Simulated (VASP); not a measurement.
# Pt (I4/mmm) in VASP: notebook

The runs below take Pt through single point, with PBE.

Everything below comes from runs of VASP 6.6.1. Logs are shortened: lines on timing, memory, paths and dates and some standing lists are left out, and cuts for length are marked.

## Step 1: The cell of the first run

Symmetry: I4/mmm, No. 139, tetragonal system. Conventional cell: a = 2.847 Å, b = 2.847 Å, c = 3.704 Å, α = 90.00°, β = 90.00°, γ = 90.00°. Pt (site symmetry 4/mmm) has 14 Pt at 2.74 to 3.70 Å within 3.8 Å.

## Step 2: Single point, PBE

The input, INCAR:

```
SYSTEM = Pt
PREC = Accurate
ENCUT = 520
EDIFF = 1E-6
ISMEAR = 0
SIGMA = 0.15
LREAL = .FALSE.
LASPH = .TRUE.
NELM = 60
ALGO = Fast
ISIF = 2
LWAVE = .FALSE.
LCHARG = .TRUE.
GGA = PE
LELF = .TRUE.
LVHAR = .TRUE.
NBANDS = 11
```

The input, KPOINTS:

```
Automatic mesh
0
G
  24 24 24
  0 0 0
```

The input, POSCAR:

```
Pt
1.0
    0.0000000000      2.0130809107      1.8520344378
    2.0130809107      0.0000000000      1.8520344378
    2.0130809107      2.0130809107      0.0000000000
Pt
1
Direct
    0.0000000000      0.0000000000      0.0000000000
```

Potentials or basis: VASP PAW PBE potentials, release 64 (Pt).

The run is started by

```bash
cat potpaw_PBE.64/Pt/POTCAR > POTCAR
mpirun -np 1 vasp_std > vasp.out
```

OUTCAR:

```text
SYSTEM = Pt
   PREC = Accurate
   ENCUT = 520
   EDIFF = 1E-6
   ISMEAR = 0
   LREAL = .FALSE.
   LASPH = .TRUE.
   NELM = 60
   ISIF = 2
   GGA = PE

 ion  position               nearest neighbor table
   1  0.000  0.000  0.000-

  LATTYP: Found a body centered tetragonal cell.
 ALAT       =     2.8469263261
 C/A-ratio  =     1.3010764774

  Lattice vectors:

 A1 = (   0.0000000000,  -2.0130809107,  -1.8520344378)
 A2 = (   0.0000000000,   2.0130809107,  -1.8520344378)
 A3 = (   2.0130809107,   0.0000000000,   1.8520344378)

Analysis of symmetry for initial positions (statically):
=====================================================================
 Subroutine PRICEL returns:
 Original cell was already a primitive cell.

 Routine SETGRP: Setting up the symmetry group for a
 body centered tetragonal supercell.

 Subroutine GETGRP returns: Found 16 space group operations
 (whereof 16 operations were pure point group operations)
 out of a pool of 16 trial point group operations.

The static configuration has the point symmetry D_4h.

Analysis of symmetry for dynamics (positions and initial velocities):
=====================================================================
 Subroutine PRICEL returns:
 Original cell was already a primitive cell.

 Routine SETGRP: Setting up the symmetry group for a
 body centered tetragonal supercell.

 Subroutine GETGRP returns: Found 16 space group operations
 (whereof 16 operations were pure point group operations)
 out of a pool of 16 trial point group operations.

The dynamic configuration has the point symmetry D_4h.

 Subroutine INISYM returns: Found 16 space group operations
 (whereof 16 operations are pure point group operations),
 and found     1 'primitive' translations

----------------------------------------------------------------------------------------

                                     Primitive cell

  volume of cell :      15.0107

  direct lattice vectors                    reciprocal lattice vectors
     0.000000000  2.013080911  1.852034438    -0.248375511  0.248375511  0.269973382
     2.013080911  0.000000000  1.852034438     0.248375511 -0.248375511  0.269973382
     2.013080911  2.013080911  0.000000000     0.248375511  0.248375511 -0.269973382

  length of vectors
     2.735420683  2.735420683  2.846926326     0.443019656  0.443019656  0.443019656

  position of ions in fractional coordinates (direct lattice)
     0.000000000  0.000000000  0.000000000

  ion indices of the primitive-cell ions
   primitive index   ion index
                 1           1

----------------------------------------------------------------------------------------

 KPOINTS: Automatic mesh

Automatic generation of k-mesh.
 Grid dimensions read from file:
 generate k-points for:   24   24   24

 Generating k-lattice:

  Cartesian coordinates                     Fractional coordinates (reciprocal lattice)
    -0.010348980  0.010348980  0.011248891     0.041666667 -0.000000000  0.000000000
     0.010348980 -0.010348980  0.011248891    -0.000000000  0.041666667  0.000000000
     0.010348980  0.010348980 -0.011248891     0.000000000  0.000000000  0.041666667

  Length of vectors
     0.018459152  0.018459152  0.018459152

  Shift w.r.t. Gamma in fractional coordinates (k-lattice)
     0.000000000  0.000000000  0.000000000

 Subroutine IBZKPT returns following result:
 ===========================================

 Found   1063 irreducible k-points:

 Following reciprocal coordinates:
            Coordinates               Weight
  0.000000  0.000000  0.000000      1.000000
  0.041667 -0.000000  0.000000      8.000000
  0.083333 -0.000000  0.000000      8.000000
  0.125000 -0.000000  0.000000      8.000000
  0.166667 -0.000000  0.000000      8.000000
  0.208333 -0.000000  0.000000      8.000000
[... 16 lines left out ...]
  0.416667  0.041667  0.000000      8.000000
  0.458333  0.041667  0.000000      8.000000
 [... further k-points ...]
   k-points           NKPTS =   1063   k-points in BZ     NKDIM =   1063   number of bands    NBANDS=     11
   number of dos      NEDOS =    301   number of ions     NIONS =      1
   total plane-waves  NPLWV =   9600
   dimension x,y,z NGX =    20 NGY =   20 NGZ =   24
   dimension x,y,z NGXF=    40 NGYF=   40 NGZF=   48
   ions per type =               1
   NGX,Y,Z   is equivalent  to a cutoff of  12.16, 12.16, 14.01 a.u.
   NGXF,Y,Z  is equivalent  to a cutoff of  24.31, 24.31, 28.03 a.u.
 SYSTEM =  Pt
   PREC   = accura    normal or accurate (medium, high low for compatibility)
   ISTART =      0    job   : 0-new  1-cont  2-samecut
   ICHARG =      2    charge: 1-file 2-atom 10-const
   ISPIN  =      1    spin polarized calculation?
   LNONCOLLINEAR =      F non collinear calculations
   LSORBIT =      F    spin-orbit coupling
   LASPH  =      T    aspherical Exc in radial PAW
   ENCUT  =  520.0 eV  38.22 Ry    6.18 a.u.   5.09  5.09  5.29*2*pi/ulx,y,z
   NELM   =     60;   NELMIN=  2; NELMDL= -5     # of ELM steps
   EDIFF  = 0.1E-05   stopping-criterion for ELM
   LREAL  =      F    real-space projection
   EDIFFG = 0.1E-04   stopping-criterion for IOM
   NSW    =      0    number of steps for IOM
   IBRION =     -1    ionic relax: 0-MD 1-quasi-New 2-CG
   NFREE  =      0    steps in history (QN), initial steepest desc. (CG)
   ISIF   =      2    stress and relaxation
   ISYM   =      2    0-nonsym 1-usesym 2-fastsym
   POTIM  = 0.5000    time-step for ionic-motion
   TEBEG  =    0.0;   TEEND  =   0.0 temperature during run
   PSTRESS=    0.0 pullay stress
   NELECT =      10.0000    total number of electrons
   NUPDOWN=      -1.0000    fix difference up-down
   EMIN   =  10.00;   EMAX   =-10.00  energy-range for DOS
   EFERMI =   0.00;   METHOD = LEGACY
   ISMEAR =     0;   SIGMA  =   0.15  broadening in eV -4-tet -1-fermi 0-gaus
   EFERMI_NEDOS =   21; number of points for ismear=-14 and -15
   IALGO  =     68    algorithm
   IMIX   =      4    mixing-type and parameters
     AMIX     =   0.40;   BMIX     =  1.00
     AMIX_MAG =   1.60;   BMIX_MAG =  1.00
  volume/ion in A,a.u.               =      15.01       101.30
  Fermi-wavevector in a.u.,A,eV,Ry     =   1.429797  2.701924 27.814648  2.044319
  Thomas-Fermi vector in A             =   2.549712
   LORBIT       =      0    0 simple, 1 ext, 2 COOP (PROOUT), +10 PAW based schemes
   GGA     = PE    functional components
   LHFCALC =     F    Hartree Fock is set to
   AEXX    =    0.0000 exact exchange contribution
   IVDW    =     0    specifies the selected vdW correction
   LEPSILON=     F    determine dielectric tensor
   LRPA    =     F    only Hartree local field effects (RPA)
 non-spin polarized calculation
 RMM-DIIS sequential band-by-band and
 Gauss-broadening in eV      SIGMA  =   0.15
  energy-cutoff  :      520.00
  volume of cell :       15.01
 maximum number of plane-waves:       427
   NGX = 11   NGY = 11   NGZ = 11

 number of electron      10.0000000 magnetization

 Free energy of the ion-electron system (eV)
  ---------------------------------------------------
  ext. energy  EPLUGINS =         0.00000000
  ---------------------------------------------------
  free energy    TOTEN  =        -6.07089279 eV

  energy without entropy =       -6.05029552  energy(sigma->0) =       -6.06059415

 E-fermi :  11.3176     XC(G=0): -13.5172

 val. band max:       11.3174139126   @ k =  -0.3750   0.1250   0.4167
 cond. band min:      11.3186516123   @ k =   0.5000  -0.0000   0.1667
 fundamental gap:      0.0012376997
 Fermi energy:        11.3176093265

 k-point     1 :       0.0000    0.0000    0.0000
  band No.  band energies     occupation
      1       1.0884      2.00000
      2       7.2729      2.00000
      3       7.2729      2.00000
      4       8.1936      2.00000
      5       9.1299      2.00000
      6      10.1924      2.00000
      7      26.1039      0.00000
      8      30.2465      0.00000
      9      30.2465      0.00000
     10      32.5681      0.00000
     11      36.5241      0.00000

 k-point     2 :       0.0417   -0.0000    0.0000
  band No.  band energies     occupation
      1       1.1593      2.00000
      2       7.2679      2.00000
      3       7.3009      2.00000
      4       8.1929      2.00000
      5       9.1220      2.00000
      6      10.1691      2.00000
      7      26.2140      0.00000
      8      30.0888      0.00000
      9      30.3534      0.00000
     10      32.3962      0.00000
     11      37.0059      0.00000

 k-point     3 :       0.0833   -0.0000    0.0000
  band No.  band energies     occupation
      1       1.3682      2.00000
      2       7.2454      2.00000
      3       7.3764      2.00000
      4       8.2018      2.00000
      5       9.1083      2.00000
      6      10.1061      2.00000
      7      26.5267      0.00000
      8      29.5040      0.00000
      9      30.6695      0.00000
     10      32.3176      0.00000
     11      37.9149      0.00000

 k-point     4 :       0.1250   -0.0000    0.0000
  band No.  band energies     occupation
      1       1.7040      2.00000
      2       7.1953      2.00000
      3       7.4720      2.00000
      4       8.2395      2.00000
      5       9.1200      2.00000
      6      10.0236      2.00000
      7      26.9842      0.00000
      8      28.5353      0.00000
      9      31.1807      0.00000
     10      32.6321      0.00000
     11      37.4197      0.00000
[... 239 lines left out ...]
 k-point    22 :       0.3750    0.0417    0.0000
  band No.  band energies     occupation
      1       3.9911      2.00000
      2       7.2444      2.00000
      3       8.1254      2.00000
      4       8.4371      2.00000
      5      10.6726      2.00000
      6      11.0440      1.99012
      7      20.6516      0.00000
      8      26.3853      0.00000
      9      30.8269      0.00000
     10      33.1951      0.00000
     11      36.7985      0.00000

 k-point    23 :       0.4167    0.0417    0.0000
  band No.  band energies     occupation
      1       4.0438      2.00000
      2       7.1506      2.00000
      3       8.0366      2.00000
      4       9.1803      2.00000
      5      11.1048      1.95522
      6      11.3780      0.56942
      7      19.1763      0.00000
      8      25.9568      0.00000
      9      30.0855      0.00000
     10      32.3009      0.00000
     11      37.6721      0.00000

 k-point    24 :       0.4583    0.0417    0.0000
  band No.  band energies     occupation
      1       4.0518      2.00000
      2       7.0841      2.00000
      3       7.9645      2.00000
      4       9.8248      2.00000
      5      11.5501      0.02840
      6      11.5942      0.00912
      7      17.9560      0.00000
      8      25.6758      0.00000
      9      29.6215      0.00000
     10      31.6406      0.00000
     11      38.4279      0.00000

 [... further k-points ...]

------------------------ aborting loop because EDIFF is reached ----------------------------------------

  FORCE on cell =-STRESS in cart. coord.  units (eV):
  Direction    XX          YY          ZZ          XY          YZ          ZX
  --------------------------------------------------------------------------------------
  -------------------------------------------------------------------------------------
  Total        0.8965932      0.8965932      1.4585950      0.0000000     -0.0000000      0.0000000
  in kB       95.6983624     95.6983624    155.6839302      0.0000000     -0.0000000      0.0000000
  external PRESSURE =     115.6935517 kB  Pullay stress =       0.0000000 kB

 VOLUME and BASIS-vectors are now :
 -----------------------------------------------------------------------------
  energy-cutoff  :      520.00
  volume of cell :       15.01
      direct lattice vectors                 reciprocal lattice vectors
     0.000000000  2.013080911  1.852034438    -0.248375511  0.248375511  0.269973382
     2.013080911  0.000000000  1.852034438     0.248375511 -0.248375511  0.269973382
     2.013080911  2.013080911  0.000000000     0.248375511  0.248375511 -0.269973382

 POSITION                                       TOTAL-FORCE (eV/Angst)
 -----------------------------------------------------------------------------------
      0.00000      0.00000      0.00000         0.000000      0.000000      0.000000
 -----------------------------------------------------------------------------------
    total drift:                                0.000000     -0.000000      0.000000

  FREE ENERGIE OF THE ION-ELECTRON SYSTEM (eV)
  ---------------------------------------------------
  free  energy   TOTEN  =        -6.0708927892 eV

  energy  without entropy=       -6.0502955198  energy(sigma->0) =       -6.06059415
```

It took 57 s on 1 thread of Intel Xeon 6975P-C (Granite Rapids), shared host; peak memory 0.28 GiB.

What came out:

```yaml
Free_energy: -6.0709 eV
Pressure: 11.6 GPa
Band_gap_on_the_k_mesh: zero (bands 5 and 6 overlap by 2.64 eV)
```

Levels at points of the mesh, in eV from the Fermi level:
```csv
k point,band 2,band 3,band 4,band 5,band 6,band 7,band 8,band 9
"(0.00, 0.00, 0.00)",-4.04,-4.04,-3.12,-2.19,-1.13,14.79,18.93,18.93
"(0.50, 0.00, 0.00)",-4.32,-3.33,-0.43,-0.19,0.34,5.97,14.09,18.29
"(0.50, 0.50, 0.00)",-6.65,0.03,0.56,0.56,2.96,10.44,10.46,10.46
"(0.50, 0.00, 0.50)",-6.57,-0.03,0.13,0.85,1.29,8.30,11.70,12.33
```

Caveat: the cell stands under pressure; spin-orbit coupling is left out, which moves the levels of the heavy elements.

(Part 1 of 2 ends here.)
